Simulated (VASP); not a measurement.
# Cu (P6_3/mmc) in VASP: notebook, part 2 of 2

VASP 6.6.1. The steps go on from the part before.

## 6. Single point, LDA

This run uses another cell than the first one, of 11.23 Å³/atom.

Contents of INCAR:

```
PREC = Accurate ; ENCUT = 820
EDIFF = 1E-6 ; ISMEAR = -1
SIGMA = 0.05 ; LREAL = False
LASPH = True ; NELM = 120
ALGO = Normal ; ISIF = 2
LWAVE = False ; LCHARG = True
GGA = CA ; LELF = True
LVHAR = True ; NBANDS = 46
GGA_COMPAT = False
```

Contents of KPOINTS:

```
Automatic mesh
0
Gamma
  12 12 4
```

Contents of POSCAR:

```
Cu
1.0
    2.5137785214      0.0000000000      0.0000000000
   -1.2568892608      2.1769960591      0.0000000000
    0.0000000000      0.0000000000      8.2063649859
Cu
4
Direct
    0.6666666667      0.3333333333      0.7500000000
    0.0000000000      0.0000000000      0.5000000000
    0.3333333333      0.6666666667      0.2500000000
    0.0000000000      0.0000000000      0.0000000000
```

Potentials or basis: VASP PAW LDA potentials, release 64 (Cu_sv_GW).

Run with:

```sh
> cat potpaw_LDA.64/Cu_sv_GW/POTCAR > POTCAR
> mpirun -np 1 vasp_std > vasp.out
```

OUTCAR:

```text
PREC = Accurate
   ENCUT = 820
   EDIFF = 1E-6
   ISMEAR = -1
   LREAL = False
   LASPH = True
   NELM = 120
   ISIF = 2
   GGA = CA

 ion  position               nearest neighbor table
   1  0.667  0.333  0.750-   2 2.51   4 2.51   2 2.51   4 2.51   2 2.51   4 2.51
   2  0.000  0.000  0.500-   1 2.51   3 2.51   1 2.51   3 2.51   1 2.51   3 2.51
   3  0.333  0.667  0.250-   2 2.51   4 2.51   2 2.51   4 2.51   2 2.51   4 2.51
   4  0.000  0.000  0.000-   1 2.51   3 2.51   1 2.51   3 2.51   1 2.51   3 2.51

  LATTYP: Found a hexagonal cell.
 ALAT       =     2.5137785214
 C/A-ratio  =     3.2645537051

  Lattice vectors:

 A1 = (   2.5137785214,   0.0000000000,   0.0000000000)
 A2 = (  -1.2568892608,   2.1769960591,   0.0000000000)
 A3 = (   0.0000000000,   0.0000000000,   8.2063649859)

Analysis of symmetry for initial positions (statically):
=====================================================================
 Subroutine PRICEL returns:
 Original cell was already a primitive cell.

 Routine SETGRP: Setting up the symmetry group for a
 hexagonal supercell.

 Subroutine GETGRP returns: Found 24 space group operations
 (whereof 12 operations were pure point group operations)
 out of a pool of 24 trial point group operations.

The static configuration has the point symmetry D_3d.
 The point group associated with its full space group is D_6h.

Analysis of symmetry for dynamics (positions and initial velocities):
=====================================================================
 Subroutine PRICEL returns:
 Original cell was already a primitive cell.

 Routine SETGRP: Setting up the symmetry group for a
 hexagonal supercell.

 Subroutine GETGRP returns: Found 24 space group operations
 (whereof 12 operations were pure point group operations)
 out of a pool of 24 trial point group operations.

The dynamic configuration has the point symmetry D_3d.
 The point group associated with its full space group is D_6h.

[... 119 lines left out ...]
   IALGO  =     38    algorithm
   IMIX   =      4    mixing-type and parameters
     AMIX     =   0.40;   BMIX     =  1.00
     AMIX_MAG =   1.60;   BMIX_MAG =  1.00
  volume/ion in A,a.u.               =      11.23        75.77
  Fermi-wavevector in a.u.,A,eV,Ry     =   1.950896  3.686660 51.783728  3.805997
  Thomas-Fermi vector in A             =   2.978318
   LORBIT       =      0    0 simple, 1 ext, 2 COOP (PROOUT), +10 PAW based schemes
   GGA     = CA    functional components
   LHFCALC =     F    Hartree Fock is set to
   AEXX    =    0.0000 exact exchange contribution
   IVDW    =     0    specifies the selected vdW correction
   LEPSILON=     F    determine dielectric tensor
   LRPA    =     F    only Hartree local field effects (RPA)
 non-spin polarized calculation
  energy-cutoff  :      820.00
  volume of cell :       44.91
 maximum number of plane-waves:      2418
 NGX is ok and might be reduce to    24
   NGX = 11   NGY = 11   NGZ = 39

 number of electron      76.0000019 magnetization

 Free energy of the ion-electron system (eV)
  ---------------------------------------------------
  ext. energy  EPLUGINS =         0.00000000
  ---------------------------------------------------
  free energy    TOTEN  =       -19.40071930 eV

  energy without entropy =      -19.38773955  energy(sigma->0) =      -19.39422943

 E-fermi :   7.7498     XC(G=0): -14.1534

 val. band max:        7.7276724131   @ k =   0.1667   0.0833   0.5000
 cond. band min:       7.8479474762   @ k =   0.5000   0.0000   0.5000
 fundamental gap:      0.1202750630
 Fermi energy:         7.7497596202

 k-point     1 :       0.0000    0.0000    0.0000
  band No.  band energies     occupation
      1    -103.7933      2.00000
      2    -103.7896      2.00000
      3    -103.7705      2.00000
      4    -103.7669      2.00000
      5     -61.8135      2.00000
      6     -61.7526      2.00000
[... 1165 lines left out ...]
     45      20.7159      0.00000
     46      21.5712      0.00000

 [... further k-points ...]

------------------------ aborting loop because EDIFF is reached ----------------------------------------

  FORCE on cell =-STRESS in cart. coord.  units (eV):
  Direction    XX          YY          ZZ          XY          YZ          ZX
  --------------------------------------------------------------------------------------
  -------------------------------------------------------------------------------------
  Total       -1.8534279     -1.8534279     -1.9944717      0.0000000      0.0000000      0.0000000
  in kB      -66.1227315    -66.1227315    -71.1545985      0.0000000      0.0000000      0.0000000
  external PRESSURE =     -67.8000205 kB  Pullay stress =       0.0000000 kB

 VOLUME and BASIS-vectors are now :
 -----------------------------------------------------------------------------
  energy-cutoff  :      820.00
  volume of cell :       44.91
      direct lattice vectors                 reciprocal lattice vectors
     2.513778521  0.000000000  0.000000000     0.397807520  0.229674279  0.000000000
    -1.256889261  2.176996059  0.000000000     0.000000000  0.459348558  0.000000000
     0.000000000  0.000000000  8.206364986     0.000000000  0.000000000  0.121856632

 POSITION                                       TOTAL-FORCE (eV/Angst)
 -----------------------------------------------------------------------------------
      1.25689      0.72567      6.15477         0.000000     -0.000000     -0.000000
      0.00000      0.00000      4.10318         0.000000      0.000000      0.000000
     -0.00000      1.45133      2.05159        -0.000000      0.000000     -0.000000
      0.00000      0.00000      0.00000         0.000000      0.000000      0.000000
 -----------------------------------------------------------------------------------
    total drift:                               -0.000000      0.000000     -0.000000

  FREE ENERGIE OF THE ION-ELECTRON SYSTEM (eV)
  ---------------------------------------------------
  free  energy   TOTEN  =       -19.4007192999 eV

  energy  without entropy=      -19.3877395529  energy(sigma->0) =      -19.39422943
```

OSZICAR:

```text
N       E                     dE             d eps       ncg     rms          rms(c)
DAV:   1     0.242940688549E+04    0.24294E+04   -0.53200E+04  7504   0.757E+03
DAV:   2     0.489879117779E+03   -0.19395E+04   -0.18869E+04  6812   0.169E+03
DAV:   3     0.211606623019E+02   -0.46872E+03   -0.43429E+03  9198   0.113E+03
DAV:   4    -0.186981115383E+02   -0.39859E+02   -0.38100E+02  9120   0.478E+02
DAV:   5    -0.230338451307E+02   -0.43357E+01   -0.43024E+01 10328   0.160E+02    0.170E+01
DAV:   6    -0.216913313470E+02    0.13425E+01   -0.43084E+01  8680   0.284E+02    0.110E+01
DAV:   7    -0.194175031529E+02    0.22738E+01   -0.12104E+01  7968   0.161E+02    0.335E+00
DAV:   8    -0.194094443631E+02    0.80588E-02   -0.53256E-01  9528   0.207E+01    0.821E-01
DAV:   9    -0.194004759672E+02    0.89684E-02   -0.68047E-02  8784   0.114E+01    0.165E-01
DAV:  10    -0.194007782214E+02   -0.30225E-03   -0.50939E-03  9480   0.364E+00    0.130E-01
DAV:  11    -0.194007339709E+02    0.44250E-04   -0.80805E-04 10024   0.849E-01    0.402E-02
DAV:  12    -0.194007199939E+02    0.13977E-04   -0.77915E-05 10208   0.369E-01    0.997E-03
DAV:  13    -0.194007192999E+02    0.69404E-06   -0.73047E-06  7136   0.131E-01
   1 F= -.19400719E+02 E0= -.19394229E+02  d E =-.129797E-01
```

stdout:

```text
POSCAR found type information on POSCAR Cu
 POSCAR found :  1 types and       4 ions
 scaLAPACK will be used
 LDA part: xc-table for (Slater(with rela. corr.)+CA(PZ))
 , standard interpolation
 POSCAR, INCAR and KPOINTS ok, starting setup
 FFT: planning ... GRIDC
 FFT: planning ... GRID_SOFT
 FFT: planning ... GRID
 WAVECAR not read
 entering main loop
```

Run time: 2.1 min. Hardware: 1 thread of AMD EPYC 9R45 (Zen 5), shared host; peak memory 0.27 GiB.

Results:

| Property | Result |
| --- | --- |
| Free energy | -19.4007 eV |
| Pressure | -6.8 GPa |
| Band gap on the k mesh | zero (bands 38 and 39 overlap by 5.30 eV) |

Caveat: the cell stands under tension.

## 7. The runs side by side

```tsv
level	potentials or basis	cell	cutoff (eV)	gap on the mesh (eV)	pressure (GPa)
PBEsol	VASP PAW PBE potentials, release 64 (Cu_sv_GW)	a = 2.580, b = 2.580, c = 8.424 Å, angles 90.0, 90.0, 120.0°, 4 atoms	820	none	-11.0
LDA	VASP PAW LDA potentials, release 64 (Cu_sv_GW)	a = 2.479, b = 2.479, c = 8.093 Å, angles 90.0, 90.0, 120.0°, 4 atoms	820	none	0.3
r2SCAN	VASP PAW PBE potentials, release 64 (Cu_sv_GW)	a = 2.514, b = 2.514, c = 8.206 Å, angles 90.0, 90.0, 120.0°, 4 atoms	900	none	2.6
LDA	VASP PAW LDA potentials, release 64 (Cu_sv_GW)	a = 2.564, b = 2.564, c = 8.371 Å, angles 90.0, 90.0, 120.0°, 4 atoms	820	none	-14.6
LDA	VASP PAW LDA potentials, release 64 (Cu_sv_GW)	a = 2.514, b = 2.514, c = 8.206 Å, angles 90.0, 90.0, 120.0°, 4 atoms	820	none	-6.8
```

Alike in all rows: task single point; no spin polarisation; k mesh 12 × 12 × 4; smearing fermi-dirac 0.05 eV.

Caveats: the cell stands under tension (at least some runs); the PAW data sets were made with another functional, which shifts forces and pressure a little (at least some runs).

Absolute energies hang on the potentials; compare differences alone.

The gap in the log of VASP goes by the Fermi energy; the results here count the filled bands.